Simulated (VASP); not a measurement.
# Tl (I4/mmm) in VASP: a series of runs

Tl is run at these levels: PBE+D3(BJ); tasks: single point.

Everything below comes from runs of VASP 6.6.1. Logs are shortened: lines on timing, memory, paths and dates and some standing lists are left out, and cuts for length are marked.

### Step 1. The cell of the first run

It takes space group I4/mmm (No. 139, tetragonal). Conventional cell: a = 3.108 Å, b = 3.108 Å, c = 6.214 Å, α = 90.00°, β = 90.00°, γ = 90.00°. Tl (site symmetry 4/mmm) has 12 Tl at 3.11 to 3.81 Å within 4.1 Å.

### Step 2. Single point, PBE+D3(BJ)

File INCAR:

```
SYSTEM = Tl
PREC     = Accurate       ! precision mode
ENCUT    = 520            ! plane-wave cutoff, eV
EDIFF    = 1E-7           ! SCF threshold, eV
ISMEAR   = 0              ! smearing method
SIGMA    = 0.15           ! smearing width, eV
LREAL    = .FALSE.        ! projectors in reciprocal space
LASPH    = .TRUE.         ! aspherical terms in the spheres
NELM     = 60             ! most SCF steps
ALGO     = Fast           ! electronic algorithm
ISIF     = 2              ! what is computed and relaxed
LWAVE    = .FALSE.        ! write WAVECAR
LCHARG   = .FALSE.        ! write CHGCAR
GGA      = PE             ! functional
IVDW     = 12             ! dispersion correction
NBANDS   = 12             ! bands
```

File KPOINTS:

```
regular mesh
0
G
  18 18 18
  0 0 0
```

File POSCAR:

```
Tl
1.0
    0.0000000000      2.1973708579      3.1070823931
    2.1973708579      0.0000000000      3.1070823931
    2.1973708579      2.1973708579      0.0000000000
Tl
1
Direct
    0.0000000000      0.0000000000      0.0000000000
```

Potentials or basis: VASP PAW PBE potentials, release 64 (Tl_d).

Launch:

```sh
$ cat potpaw_PBE.64/Tl_d/POTCAR > POTCAR
$ mpirun -np 1 vasp_std > vasp.out
```

OUTCAR:

```text
SYSTEM = Tl
   PREC = Accurate
   ENCUT = 520
   EDIFF = 1E-7
   ISMEAR = 0
   LREAL = .FALSE.
   LASPH = .TRUE.
   NELM = 60
   ISIF = 2
   GGA = PE
   IVDW = 12
 IVDW          = 12

 ion  position               nearest neighbor table
   1  0.000  0.000  0.000-

  LATTYP: Found a body centered tetragonal cell.
 ALAT       =     3.1075516688
 C/A-ratio  =     1.9996979772

  Lattice vectors:

 A1 = (  -2.1973708579,   0.0000000000,   3.1070823931)
 A2 = (   2.1973708579,   0.0000000000,   3.1070823931)
 A3 = (   0.0000000000,   2.1973708579,  -3.1070823931)

Analysis of symmetry for initial positions (statically):
=====================================================================
 Subroutine PRICEL returns:
 Original cell was already a primitive cell.

 Routine SETGRP: Setting up the symmetry group for a
 body centered tetragonal supercell.

 Subroutine GETGRP returns: Found 16 space group operations
 (whereof 16 operations were pure point group operations)
 out of a pool of 16 trial point group operations.

The static configuration has the point symmetry D_4h.

Analysis of symmetry for dynamics (positions and initial velocities):
=====================================================================
 Subroutine PRICEL returns:
 Original cell was already a primitive cell.

 Routine SETGRP: Setting up the symmetry group for a
 body centered tetragonal supercell.

 Subroutine GETGRP returns: Found 16 space group operations
 (whereof 16 operations were pure point group operations)
 out of a pool of 16 trial point group operations.

The dynamic configuration has the point symmetry D_4h.

 Subroutine INISYM returns: Found 16 space group operations
 (whereof 16 operations are pure point group operations),
 and found     1 'primitive' translations

----------------------------------------------------------------------------------------

                                     Primitive cell

  volume of cell :      30.0047

  direct lattice vectors                    reciprocal lattice vectors
     0.000000000  2.197370858  3.107082393    -0.227544658  0.227544658  0.160922672
     2.197370858  0.000000000  3.107082393     0.227544658 -0.227544658  0.160922672
     2.197370858  2.197370858  0.000000000     0.227544658  0.227544658 -0.160922672

  length of vectors
     3.805574817  3.805574817  3.107551669     0.359790563  0.359790563  0.359790563

  position of ions in fractional coordinates (direct lattice)
     0.000000000  0.000000000  0.000000000

  ion indices of the primitive-cell ions
   primitive index   ion index
                 1           1

[... 83 lines left out ...]
   NUPDOWN=      -1.0000    fix difference up-down
   EMIN   =  10.00;   EMAX   =-10.00  energy-range for DOS
   EFERMI =   0.00;   METHOD = LEGACY
   ISMEAR =     0;   SIGMA  =   0.15  broadening in eV -4-tet -1-fermi 0-gaus
   EFERMI_NEDOS =   21; number of points for ismear=-14 and -15
   IALGO  =     68    algorithm
   IMIX   =      4    mixing-type and parameters
     AMIX     =   0.40;   BMIX     =  1.00
     AMIX_MAG =   1.60;   BMIX_MAG =  1.00
  volume/ion in A,a.u.               =      30.00       202.48
  Fermi-wavevector in a.u.,A,eV,Ry     =   1.238776  2.340947 20.879038  1.534566
  Thomas-Fermi vector in A             =   2.373287
   LORBIT       =      0    0 simple, 1 ext, 2 COOP (PROOUT), +10 PAW based schemes
   GGA     = PE    functional components
   LHFCALC =     F    Hartree Fock is set to
   AEXX    =    0.0000 exact exchange contribution
   IVDW    =    12    specifies the selected vdW correction
   LEPSILON=     F    determine dielectric tensor
   LRPA    =     F    only Hartree local field effects (RPA)
 non-spin polarized calculation
 RMM-DIIS sequential band-by-band and
 Gauss-broadening in eV      SIGMA  =   0.15
  energy-cutoff  :      520.00
  volume of cell :       30.00
 maximum number of plane-waves:       824
   NGX = 15   NGY = 15   NGZ = 11

 number of electron      13.0000001 magnetization

 Free energy of the ion-electron system (eV)
  ---------------------------------------------------
  ext. energy  EPLUGINS =         0.00000000
  ---------------------------------------------------
  free energy    TOTEN  =        -2.12668208 eV

  energy without entropy =       -2.11955937  energy(sigma->0) =       -2.12312072

 E-fermi :   6.1491     XC(G=0):  -9.9197

 val. band max:        6.1311428282   @ k =  -0.3333   0.0556   0.2778
 cond. band min:       6.1596555645   @ k =  -0.2222   0.5000   0.2778
 fundamental gap:      0.0285127363
 Fermi energy:         6.1491137710

 k-point     1 :       0.0000    0.0000    0.0000
  band No.  band energies     occupation
      1      -6.0989      2.00000
      2      -5.7175      2.00000
      3      -5.2386      2.00000
      4      -5.2386      2.00000
      5      -4.9773      2.00000
      6      -3.6999      2.00000
      7      12.9812      0.00000
      8      16.2890      0.00000
      9      16.2890      0.00000
     10      17.2038      0.00000
     11      18.0751      0.00000
     12      18.5143      0.00000
[... 331 lines left out ...]
 k-point    24 :      -0.2222    0.0556    0.0000
  band No.  band energies     occupation
      1      -5.9169      2.00000
      2      -5.5053      2.00000
      3      -5.3204      2.00000
      4      -5.1944      2.00000
      5      -5.1529      2.00000
      6      -2.2227      2.00000
      7       9.0991      0.00000
      8      11.8408      0.00000
      9      15.1095      0.00000
     10      17.5200      0.00000
     11      19.0928      0.00000
     12      19.6349      0.00000

 [... further k-points ...]

------------------------ aborting loop because EDIFF is reached ----------------------------------------

 Edisp (eV)   -0.32682

 E8    (eV) :    -0.1710

  FORCE on cell =-STRESS in cart. coord.  units (eV):
  Direction    XX          YY          ZZ          XY          YZ          ZX
  --------------------------------------------------------------------------------------
  -------------------------------------------------------------------------------------
  Total       0.56260     0.56260    -0.49297     0.00000    -0.00000     0.00000
  in kB      30.04168    30.04168   -26.32343     0.00000    -0.00000     0.00000
  external pressure =       11.25 kB  Pullay stress =        0.00 kB

 VOLUME and BASIS-vectors are now :
 -----------------------------------------------------------------------------
  energy-cutoff  :      520.00
  volume of cell :       30.00
      direct lattice vectors                 reciprocal lattice vectors
     0.000000000  2.197370858  3.107082393    -0.227544658  0.227544658  0.160922672
     2.197370858  0.000000000  3.107082393     0.227544658 -0.227544658  0.160922672
     2.197370858  2.197370858  0.000000000     0.227544658  0.227544658 -0.160922672

 POSITION                                       TOTAL-FORCE (eV/Angst)
 -----------------------------------------------------------------------------------
      0.00000      0.00000      0.00000         0.000000      0.000000      0.000000
 -----------------------------------------------------------------------------------
    total drift:                                0.000000     -0.000000     -0.000000

  FREE ENERGIE OF THE ION-ELECTRON SYSTEM (eV)
  ---------------------------------------------------
  free  energy   TOTEN  =        -2.4534981097 eV

  energy  without entropy=       -2.4463754059  energy(sigma->0) =       -2.44993676
```

OSZICAR:

```text
N       E                     dE             d eps       ncg     rms          rms(c)
DAV:   1     0.510488748846E+02    0.51049E+02   -0.66901E+03 12232   0.937E+02
DAV:   2    -0.154094854161E+01   -0.52590E+02   -0.51579E+02 13068   0.213E+02
DAV:   3    -0.215039846745E+01   -0.60945E+00   -0.60883E+00 13708   0.208E+01
DAV:   4    -0.215337057304E+01   -0.29721E-02   -0.29720E-02 13108   0.167E+00
DAV:   5    -0.215340833336E+01   -0.37760E-04   -0.37760E-04 13828   0.183E-01    0.230E+00
RMM:   6    -0.213098704582E+01    0.22421E-01   -0.28493E-02 11586   0.139E+00    0.156E+00
RMM:   7    -0.212695018007E+01    0.40369E-02   -0.15691E-02 12049   0.113E+00    0.583E-01
RMM:   8    -0.212668964400E+01    0.26054E-03   -0.14504E-03 12413   0.318E-01    0.504E-02
RMM:   9    -0.212668128925E+01    0.83548E-05   -0.11136E-04 13067   0.102E-01    0.265E-02
RMM:  10    -0.212668201024E+01   -0.72100E-06   -0.17427E-05 12885   0.417E-02    0.238E-03
RMM:  11    -0.212668225740E+01   -0.24716E-06   -0.33214E-06 13205   0.170E-02    0.182E-03
RMM:  12    -0.212668210317E+01    0.15423E-06   -0.54168E-07 10505   0.595E-03    0.415E-04
RMM:  13    -0.212668207636E+01    0.26816E-07   -0.18429E-07  8723   0.310E-03
   1 F= -.24534981E+01 E0= -.24499368E+01  d E =-.712270E-02
```

It took 3.4 min on 1 thread of Intel Xeon 8259CL, shared host; peak memory 0.29 GiB.

Results:

```
Free energy                : -2.4535 eV
Pressure                   : 1.1 GPa
Band gap on the k mesh     : zero (an odd number of electrons rules out a gap without spin polarisation)
Dispersion energy per atom : -0.327 eV
```

Caveat: spin-orbit coupling is left out, which moves the levels of the heavy elements.

### Step 3. Single point, PBE+D3(BJ)

This run uses another cell than the first one, of the same volume but with other edges.

File INCAR:

```
PREC = Accurate ; ENCUT = 520
EDIFF = 1E-6 ; ISMEAR = 0
SIGMA = 0.15 ; LREAL = F
LASPH = T ; NELM = 60
ALGO = Fast ; ISIF = 2
LWAVE = F ; LCHARG = F
GGA = PE ; IVDW = 12
NBANDS = 12
```

File KPOINTS:

```
regular mesh
0
Gamma
  18 18 18
```

File POSCAR:

```
Tl
1.0
    0.0000000000      2.6036355239      2.2130901953
    2.6036355239      0.0000000000      2.2130901953
    2.6036355239      2.6036355239      0.0000000000
Tl
1
Direct
    0.0000000000      0.0000000000      0.0000000000
```

Potentials or basis: VASP PAW PBE potentials, release 64 (Tl_d).

Launch:

```sh
$ cat potpaw_PBE.64/Tl_d/POTCAR > POTCAR
$ mpirun -np 1 vasp_std > vasp.out
```

Wall time 3.6 min (1 thread of Intel Xeon 8259CL, shared host); peak memory 0.3 GiB.

Results (log left out):

* Free energy: -2.5330 eV
* Pressure: -0.6 GPa
* Band gap on the k mesh: zero (an odd number of electrons rules out a gap without spin polarisation)
* Dispersion energy per atom: -0.326 eV

Stress tensor (GPa, compression positive):
```
-0.53  0.00  0.00
 0.00 -0.53  0.00
 0.00  0.00 -0.82
```

Levels at points of the mesh, in eV from the Fermi level:
```tsv
k point	band 2	band 3	band 4	band 5	band 6	band 7	band 8	band 9	band 10	band 11
(0.00, 0.00, 0.00)	-11.62	-11.45	-11.36	-11.20	-9.72	9.79	10.14	10.14	11.18	14.02
(0.50, 0.00, 0.00)	-11.66	-11.41	-11.16	-11.02	-5.27	-2.67	6.65	8.00	10.95	12.02
(0.50, 0.50, 0.00)	-11.77	-11.08	-11.01	-11.01	-2.48	-0.48	2.69	2.69	6.27	7.50
(0.50, 0.00, 0.50)	-11.75	-11.13	-11.13	-10.96	-4.36	-2.12	4.44	5.23	8.14	9.50
```

Caveat: spin-orbit coupling is left out, which moves the levels of the heavy elements.
